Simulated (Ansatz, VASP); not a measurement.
# One calculation of WCl2F2, two programs

```xyz
5
Lattice="-1.6678 1.6678 7.8065 1.6678 -1.6678 7.8065 1.6678 1.6678 -7.8065" Properties=species:S:1:pos:R:3 pbc="T T T"
W     0.0000    0.0000    0.0000
Cl    0.0000    0.0000    2.2786
Cl    0.0000    0.0000   13.3344
F     0.0000    0.0000    6.7534
F     0.0000    0.0000    8.8596
```

Change from the starting cell: species swapped into the Sc2BC2 type (I4/mmm, No. 139).

Alike in both runs: functional PBE; k mesh 6 × 6 × 6; occupations gaussian, width 0.1 eV; no spin polarisation.

Ansatz relaxed the structure, and its values are those at the end. VASP's run is a single point on that final structure, the one shown.

|  | VASP | Ansatz |
| --- | --- | --- |
| version | VASP 6.6.1 | Ansatz 0.2.0 |
| potentials or method | VASP PAW PBE potentials, release 64 (W_sv, Cl, F), cutoff 520 eV | scalar-relativistic, plane waves, PAW |
| valence electrons in the cell | 42 | 42 |

|  | VASP | Ansatz | Ansatz less VASP |
| --- | --- | --- | --- |
| gap on the k mesh at the Fermi level (eV) | none | none | - |
| pressure (GPa) | 0.0 | 0.1 | +0.12 |
| rms of the force components (eV/Å) | 0.006 | 0.000 | -0.0058 |

A gap of «none» marks a metal or a gap that the smearing closes.

The k mesh is coarse, so the values compare programs but aren't converged. Spin-orbit coupling is off throughout.
